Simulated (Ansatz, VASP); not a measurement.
**As: VASP beside Ansatz**

INCAR

```
PREC     = Accurate       # precision mode
ENCUT    = 600            # plane-wave cutoff, eV
EDIFF    = 1E-6           # SCF threshold, eV
ISMEAR   = -1             # smearing method
SIGMA    = 0.05           # smearing width, eV
LREAL    = F              # projectors in reciprocal space
LASPH    = T              # aspherical terms in the spheres
NELM     = 60             # most SCF steps
ALGO     = Normal         # electronic algorithm
ISIF     = 3              # what is computed and relaxed
LWAVE    = F              # write WAVECAR
LCHARG   = F              # write CHGCAR
GGA      = PS             # functional
IBRION   = 2              # ionic algorithm
NSW      = 80             # ionic steps
EDIFFG   = -0.005         # ionic threshold
```

File KPOINTS:

```
regular mesh
0
Gamma
  8 8 6
```

The input POSCAR:

```
As
1.0
    1.8250000000     -5.5000000000      0.0000000000
    1.8250000000      5.5000000000      0.0000000000
    0.0000000000      0.0000000000      4.4700000000
As
4
Direct
    0.3900000000      0.6100000000      0.5600000000
    0.8900000000      0.1100000000      0.9400000000
    0.6100000000      0.3900000000      0.4400000000
    0.1100000000      0.8900000000      0.0600000000
```

Contents of input.yaml:

```yaml
crystal:
  lattice:
    - [1.825, -5.5, 0.0]
    - [1.825, 5.5, 0.0]
    - [0.0, 0.0, 4.47]
  atoms:
    - { symbol: As, position: [0.39, 0.61, 0.56] }
    - { symbol: As, position: [0.89, 0.11, 0.94] }
    - { symbol: As, position: [0.61, 0.39, 0.44] }
    - { symbol: As, position: [0.11, 0.89, 0.06] }
kpoints:
  mp_grid: { grid: [8, 8, 6] }
scf:
  occupations: { method: fermi_dirac, width: 0.05 }
hamiltonian:
  xc: pbesol
  pseudopotentials: { kind: all_electron, lapw: { basis_error: 0.002 } }
output:
  forces: true
  stress: true
relax:
  f_tol: 0.005
  max_steps: 60
  cell: {}
```

Alike in both runs: task relaxation of cell and atoms; functional PBEsol; k mesh 8 × 8 × 6; occupations fermi-dirac, width 0.05 eV; no spin polarisation.

|  | VASP | Ansatz |
| --- | --- | --- |
| version | VASP 6.6.1 | Ansatz 0.2.0 |
| potentials or method | VASP PAW PBE potentials, release 64 (As), cutoff 600 eV | all-electron LAPW, scalar-relativistic |

|  | VASP | Ansatz | Ansatz less VASP |
| --- | --- | --- | --- |
| relaxed volume (Å³/atom) | 21.65 | 21.65 | -0.004 |
| relaxed cell length with the largest relative difference (Å) | 4.238 | 4.251 | +0.0134 |

VASP's potentials were made for PBE, not for PBEsol. Ansatz ran all-electron here, and VASP with PAW potentials.
